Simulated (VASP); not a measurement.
Input of a VASP 6.6.1 run:

File INCAR:

```
SYSTEM = LiSi16
ALGO = Normal ; EDIFF = 1E-7
ENCUT = 520 ; GGA = CA
ISIF = 2 ; ISMEAR = -1
ISPIN = 2 ; LASPH = .TRUE.
LCHARG = .FALSE. ; LORBIT = 11
LREAL = Auto ; LWAVE = .FALSE.
MAGMOM = 0 0 0 0 0 0 0 0 0 0 0 0 0 0 0 0 0 ; NBANDS = 52
NELM = 150 ; PREC = Accurate
SIGMA = 0.05
```

The input KPOINTS:

```
k-points
0
G
  2 2 2
  0 0 0
```

File POSCAR:

```
LiSi16
1.0
    0.0000000000      5.4300000000      5.4300000000
    5.4300000000      0.0000000000      5.4300000000
    5.4300000000      5.4300000000      0.0000000000
Si Li
16 1
Direct
   -0.0207826888      0.0068416206      0.0170994475
    0.1407366483      0.1014364641      0.1429097606
   -0.0321270718      0.0538029466      0.4975414365
    0.1768784530      0.1033057090      0.6038581952
    0.0255616943      0.4555801105      0.0192265193
    0.1318692449      0.6020349908      0.1401197053
    0.0131952118      0.4657366483      0.5169152855
    0.0933701657      0.6733701657      0.5989871087
    0.5118232044     -0.0298895028      0.0049171271
    0.5924585635      0.1731583794      0.1010036832
    0.5479005525     -0.0172744015      0.4579926335
    0.5915285451      0.1393554328      0.6274217311
    0.4933977901      0.5469152855     -0.0203591160
    0.6332965009      0.5855064457      0.1627071823
    0.4576335175      0.5284438306      0.5180755064
    0.6367219153      0.6246040516      0.6067771639
    0.9210036832      0.8569705341      0.8600644567
```

Potentials or basis: VASP PAW LDA potentials, release 64 (Si, Li_sv).

Launch:

```sh
$ cat potpaw_LDA.64/Si/POTCAR potpaw_LDA.64/Li_sv/POTCAR > POTCAR
$ mpirun -np 1 vasp_std > vasp.out
```

(1) Estimate the largest force.

(2) Predict the net moment.

Answers

(1) 2.236 eV/Å.

(2) 0.00 μB per cell.

Caveat: the k points lie up to 0.50 Å⁻¹ apart.
